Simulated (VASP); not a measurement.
# CuAu (P4/mmm) in VASP: single point with PBE

Aim: the single point of CuAu with PBE.

All numbers are computed with VASP 6.6.1; they aren't measurements. Logs are shortened: lines on timing, memory, paths and dates and some standing lists are left out, and cuts for length are marked.

## (1) The cell of the first run

It takes space group P4/mmm (No. 123, tetragonal). The conventional cell has a = 3.016 Å, b = 3.016 Å, c = 3.163 Å, α = 90.00°, β = 90.00°, γ = 90.00°. Within 3.5 Å of Cu (site symmetry 4/mmm) lie 8 Au at 2.66 Å and 6 Cu at 3.02 to 3.16 Å. Au (site symmetry 4/mmm) has 8 Cu at 2.66 Å and 6 Au at 3.02 to 3.16 Å within 3.5 Å.

## (2) Single point, PBE

File INCAR:

```
PREC = Accurate
ENCUT = 520
EDIFF = 1E-6
ISMEAR = 0
SIGMA = 0.15
LREAL = F
LASPH = T
NELM = 60
ALGO = Fast
ISIF = 2
LWAVE = F
LCHARG = F
GGA = PE
NBANDS = 18
```

File KPOINTS:

```
regular mesh
0
Gamma
  18 18 14
```

File POSCAR:

```
CuAu
1.0
    3.0162085660      0.0000000000      0.0000000000
    0.0000000000      3.0162085660      0.0000000000
    0.0000000000      0.0000000000      3.1627101250
Cu Au
1 1
Direct
    0.5000000000      0.5000000000      0.5000000000
    0.0000000000      0.0000000000      0.0000000000
```

Potentials or basis: VASP PAW PBE potentials, release 64 (Cu, Au).

The run is started by

```
> cat potpaw_PBE.64/Cu/POTCAR potpaw_PBE.64/Au/POTCAR > POTCAR
> mpirun -np 1 vasp_std > vasp.out
```

OUTCAR:

```text
PREC = Accurate
   ENCUT = 520
   EDIFF = 1E-6
   ISMEAR = 0
   LREAL = F
   LASPH = T
   NELM = 60
   ISIF = 2
   GGA = PE

 ion  position               nearest neighbor table
   1  0.500  0.500  0.500-   2 2.66   2 2.66   2 2.66   2 2.66   2 2.66   2 2.66   2 2.66   2 2.66

   2  0.000  0.000  0.000-   1 2.66   1 2.66   1 2.66   1 2.66   1 2.66   1 2.66   1 2.66   1 2.66

  LATTYP: Found a simple tetragonal cell.
 ALAT       =     3.0162085660
 C/A-ratio  =     1.0485714286

  Lattice vectors:

 A1 = (   3.0162085660,   0.0000000000,   0.0000000000)
 A2 = (   0.0000000000,   3.0162085660,   0.0000000000)
 A3 = (   0.0000000000,   0.0000000000,   3.1627101250)

Analysis of symmetry for initial positions (statically):
=====================================================================
 Subroutine PRICEL returns:
 Original cell was already a primitive cell.

 Routine SETGRP: Setting up the symmetry group for a
 simple tetragonal supercell.

 Subroutine GETGRP returns: Found 16 space group operations
 (whereof 16 operations were pure point group operations)
 out of a pool of 16 trial point group operations.

The static configuration has the point symmetry D_4h.

Analysis of symmetry for dynamics (positions and initial velocities):
=====================================================================
 Subroutine PRICEL returns:
 Original cell was already a primitive cell.

 Routine SETGRP: Setting up the symmetry group for a
 simple tetragonal supercell.

 Subroutine GETGRP returns: Found 16 space group operations
 (whereof 16 operations were pure point group operations)
 out of a pool of 16 trial point group operations.

The dynamic configuration has the point symmetry D_4h.

 Subroutine INISYM returns: Found 16 space group operations
 (whereof 16 operations are pure point group operations),
 and found     1 'primitive' translations

----------------------------------------------------------------------------------------

                                     Primitive cell

  volume of cell :      28.7728

  direct lattice vectors                    reciprocal lattice vectors
     3.016208566  0.000000000  0.000000000     0.331542060  0.000000000  0.000000000
[... 81 lines left out ...]
   LNONCOLLINEAR =      F non collinear calculations
   LSORBIT =      F    spin-orbit coupling
   LASPH  =      T    aspherical Exc in radial PAW
   ENCUT  =  520.0 eV  38.22 Ry    6.18 a.u.   5.61  5.61  5.88*2*pi/ulx,y,z
   NELM   =     60;   NELMIN=  2; NELMDL= -5     # of ELM steps
   EDIFF  = 0.1E-05   stopping-criterion for ELM
   LREAL  =      F    real-space projection
   EDIFFG = 0.1E-04   stopping-criterion for IOM
   NSW    =      0    number of steps for IOM
   IBRION =     -1    ionic relax: 0-MD 1-quasi-New 2-CG
   NFREE  =      0    steps in history (QN), initial steepest desc. (CG)
   ISIF   =      2    stress and relaxation
   ISYM   =      2    0-nonsym 1-usesym 2-fastsym
   POTIM  = 0.5000    time-step for ionic-motion
   TEBEG  =    0.0;   TEEND  =   0.0 temperature during run
   PSTRESS=    0.0 pullay stress
   NELECT =      22.0000    total number of electrons
   NUPDOWN=      -1.0000    fix difference up-down
   EMIN   =  10.00;   EMAX   =-10.00  energy-range for DOS
   EFERMI =   0.00;   METHOD = LEGACY
   ISMEAR =     0;   SIGMA  =   0.15  broadening in eV -4-tet -1-fermi 0-gaus
   EFERMI_NEDOS =   21; number of points for ismear=-14 and -15
   IALGO  =     68    algorithm
   IMIX   =      4    mixing-type and parameters
     AMIX     =   0.40;   BMIX     =  1.00
     AMIX_MAG =   1.60;   BMIX_MAG =  1.00
  volume/ion in A,a.u.               =      14.39        97.08
  Fermi-wavevector in a.u.,A,eV,Ry     =   1.497000  2.828919 30.490762  2.241008
  Thomas-Fermi vector in A             =   2.608944
   LORBIT       =      0    0 simple, 1 ext, 2 COOP (PROOUT), +10 PAW based schemes
   GGA     = PE    functional components
   LHFCALC =     F    Hartree Fock is set to
   AEXX    =    0.0000 exact exchange contribution
   IVDW    =     0    specifies the selected vdW correction
   LEPSILON=     F    determine dielectric tensor
   LRPA    =     F    only Hartree local field effects (RPA)
 non-spin polarized calculation
 RMM-DIIS sequential band-by-band and
 Gauss-broadening in eV      SIGMA  =   0.15
  energy-cutoff  :      520.00
  volume of cell :       28.77
 maximum number of plane-waves:       796
 NGX is ok and might be reduce to    24
   NGX = 11   NGY = 11   NGZ = 11

 number of electron      22.0000010 magnetization

 Free energy of the ion-electron system (eV)
  ---------------------------------------------------
  ext. energy  EPLUGINS =         0.00000000
  ---------------------------------------------------
  free energy    TOTEN  =        -7.03097192 eV

  energy without entropy =       -7.02398965  energy(sigma->0) =       -7.02748078

 E-fermi :   8.8551     XC(G=0): -12.7378

 val. band max:        8.8462179657   @ k =   0.4444   0.1667   0.1429
 cond. band min:       8.8623513858   @ k =   0.2222   0.2222   0.5000
 fundamental gap:      0.0161334201
 Fermi energy:         8.8550565354

 k-point     1 :       0.0000    0.0000    0.0000
  band No.  band energies     occupation
      1      -0.9319      2.00000
      2       2.5193      2.00000
      3       2.5590      2.00000
      4       4.7676      2.00000
      5       4.7676      2.00000
      6       5.0164      2.00000
[... 481 lines left out ...]
      5       4.6233      2.00000
      6       5.0559      2.00000
[... 10 lines left out ...]
     17      24.7151      0.00000
     18      25.7537      0.00000

 [... further k-points ...]

------------------------ aborting loop because EDIFF is reached ----------------------------------------

  FORCE on cell =-STRESS in cart. coord.  units (eV):
  Direction    XX          YY          ZZ          XY          YZ          ZX
  --------------------------------------------------------------------------------------
  -------------------------------------------------------------------------------------
  Total        1.1007153      1.1007153      1.1720832      0.0000000      0.0000000     -0.0000000
  in kB       61.2919542     61.2919542     65.2659853      0.0000000      0.0000000     -0.0000000
  external PRESSURE =      62.6166312 kB  Pullay stress =       0.0000000 kB

 VOLUME and BASIS-vectors are now :
 -----------------------------------------------------------------------------
  energy-cutoff  :      520.00
  volume of cell :       28.77
      direct lattice vectors                 reciprocal lattice vectors
     3.016208566  0.000000000  0.000000000     0.331542060  0.000000000  0.000000000
     0.000000000  3.016208566  0.000000000     0.000000000  0.331542060  0.000000000
     0.000000000  0.000000000  3.162710125     0.000000000  0.000000000  0.316184525

 POSITION                                       TOTAL-FORCE (eV/Angst)
 -----------------------------------------------------------------------------------
      1.50810      1.50810      1.58136         0.000000      0.000000      0.000000
      0.00000      0.00000      0.00000         0.000000      0.000000      0.000000
 -----------------------------------------------------------------------------------
    total drift:                                0.000000      0.000000     -0.000000

  FREE ENERGIE OF THE ION-ELECTRON SYSTEM (eV)
  ---------------------------------------------------
  free  energy   TOTEN  =        -7.0309719165 eV

  energy  without entropy=       -7.0239896518  energy(sigma->0) =       -7.02748078
```

OSZICAR:

```text
N       E                     dE             d eps       ncg     rms          rms(c)
DAV:   1     0.128410112832E+03    0.12841E+03   -0.10998E+04 17130   0.173E+03
DAV:   2    -0.268573275356E+01   -0.13110E+03   -0.12294E+03 16020   0.297E+02
DAV:   3    -0.795250245590E+01   -0.52668E+01   -0.51584E+01 18500   0.693E+01
DAV:   4    -0.802476542882E+01   -0.72263E-01   -0.72206E-01 19564   0.680E+00
DAV:   5    -0.802652994380E+01   -0.17645E-02   -0.17644E-02 19892   0.109E+00    0.115E+01
RMM:   6    -0.755952294496E+01    0.46701E+00   -0.49840E+00 18304   0.361E+01    0.602E+00
RMM:   7    -0.707996096997E+01    0.47956E+00   -0.17630E+00 18063   0.195E+01    0.495E+00
RMM:   8    -0.703448738833E+01    0.45474E-01   -0.20710E-01 18716   0.543E+00    0.222E+00
RMM:   9    -0.704313094753E+01   -0.86436E-02   -0.71189E-02 18672   0.476E+00    0.988E-01
RMM:  10    -0.703119250456E+01    0.11938E-01   -0.54091E-02 19659   0.331E+00    0.294E-01
RMM:  11    -0.703123023853E+01   -0.37734E-04   -0.71106E-03 21362   0.855E-01    0.223E-01
RMM:  12    -0.703119084978E+01    0.39389E-04   -0.11392E-03 21160   0.313E-01    0.119E-01
RMM:  13    -0.703097723452E+01    0.21362E-03   -0.71659E-04 18965   0.395E-01    0.755E-02
RMM:  14    -0.703097493497E+01    0.22996E-05   -0.10961E-04 21000   0.986E-02    0.242E-02
RMM:  15    -0.703097142121E+01    0.35138E-05   -0.20289E-05 20557   0.515E-02    0.793E-03
RMM:  16    -0.703097191651E+01   -0.49530E-06   -0.42877E-06 16520   0.166E-02
   1 F= -.70309719E+01 E0= -.70274808E+01  d E =-.698226E-02
```

Run time: 62 s. Hardware: 1 thread of Intel Xeon 6975P-C (Granite Rapids), shared host; peak memory 0.33 GiB.

Results:

- Free energy: -7.0310 eV
- Pressure: 6.3 GPa
- Band gap on the k mesh: zero (band 11 reaches 13.61 eV, above the bottom of band 12 at 7.13 eV)

Levels at points of the mesh, in eV from the Fermi level:
```tsv
k point	band 9	band 10	band 11	band 12	band 13	band 14
(0.00, 0.00, 0.00)	-1.59	-1.53	-1.53	5.96	7.46	7.46
(0.50, 0.00, 0.00)	-2.63	-2.32	-1.43	-1.26	12.39	12.58
(0.50, 0.50, 0.00)	-1.31	-1.31	-0.48	-0.48	3.32	5.64
(0.00, 0.00, 0.50)	-2.61	-2.27	-1.95	-1.72	13.00	13.56
(0.50, 0.00, 0.50)	-1.36	-1.34	-0.80	-0.79	2.83	5.19
(0.50, 0.50, 0.50)	-2.01	-1.93	4.75	5.09	5.71	5.71
```

Caveat: spin-orbit coupling is left out, which moves the levels of the heavy elements.
